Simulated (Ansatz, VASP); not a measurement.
Two plane-wave programs on Sr2Br

```
Sr Br
1.0
     4.09258    0.00000    0.00000
     0.00000    7.69669    0.00000
     0.00000    0.00000    8.16173
Sr Br
4 2
Direct
  0.00000 0.75064 0.28899
  0.00000 0.24936 0.28899
  0.50000 0.25064 0.71101
  0.50000 0.74936 0.71101
  0.00000 0.00000 0.95920
  0.50000 0.50000 0.04080
```

Alike in both runs: functional PBE; k mesh 10 × 6 × 6; occupations gaussian, width 0.1 eV; no spin polarisation.

Ansatz relaxed the structure, and its values are those at the end. VASP's run is a single point on that final structure, the one shown.

|  | VASP | Ansatz |
| --- | --- | --- |
| version | VASP 6.6.1 | Ansatz 0.2.0 |
| potentials or method | VASP PAW PBE potentials, release 64 (Sr_sv, Br), cutoff 520 eV | scalar-relativistic, plane waves, PAW |
| valence electrons in the cell | 54 | 54 |

VASP gave:

```
gap on the k mesh at the Fermi level (eV) : none
pressure (GPa)                            : 0.0
rms of the force components (eV/Å)        : 0.007
```

Estimate Ansatz's values.

gap on the k mesh at the Fermi level (eV): none; pressure (GPa): 0.0; rms of the force components (eV/Å): 0.006.

A gap of «none» marks a metal or a gap that the smearing closes.
